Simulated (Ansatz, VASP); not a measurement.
Two plane-wave programs on Na4H

```xyz
10
Lattice="7.2665 0.0000 0.0000 -2.4222 6.8509 0.0000 0.0000 0.0000 20.9665" Properties=species:S:1:pos:R:3 pbc="T T T"
Na    1.2111    1.7127    4.0000
Na    0.0000    5.1382    4.0000
Na    4.8443    1.7127    4.0000
Na    3.6333    5.1382    4.0000
Na    0.0000    0.0000    6.9665
Na   -1.2111    3.4255    6.9665
Na    3.6333    0.0000    6.9665
Na    2.4222    3.4255    6.9665
H     0.0787    2.2836    9.0165
H     0.7287    2.2836    9.0165
```

Alike in both runs: task single point; functional PBE; k mesh 4 × 4 × 1; occupations gaussian, width 0.1 eV; no spin polarisation.

|  | VASP | Ansatz |
| --- | --- | --- |
| version | VASP 6.6.1 | Ansatz 0.2.0 |
| potentials or method | VASP PAW PBE potentials, release 64 (Na_pv, H), cutoff 400 eV | scalar-relativistic, plane waves, PAW |
| valence electrons in the cell | 58 | 74 |

|  | VASP | Ansatz | Ansatz less VASP |
| --- | --- | --- | --- |
| gap on the k mesh at the Fermi level (eV) | none | none | - |
| rms of the force components (eV/Å) | 1.276 | 1.269 | -0.0066 |
| work function, face that differs most (eV) | 2.91 | 2.91 | -0.001 |

Atom by atom the forces differ by 0.007 eV/Å (rms over components). A gap of «none» marks a metal or a gap that the smearing closes. VASP's potentials hold 58 valence electrons a cell and Ansatz's 74, so a difference there can come from the potentials and not from the codes.
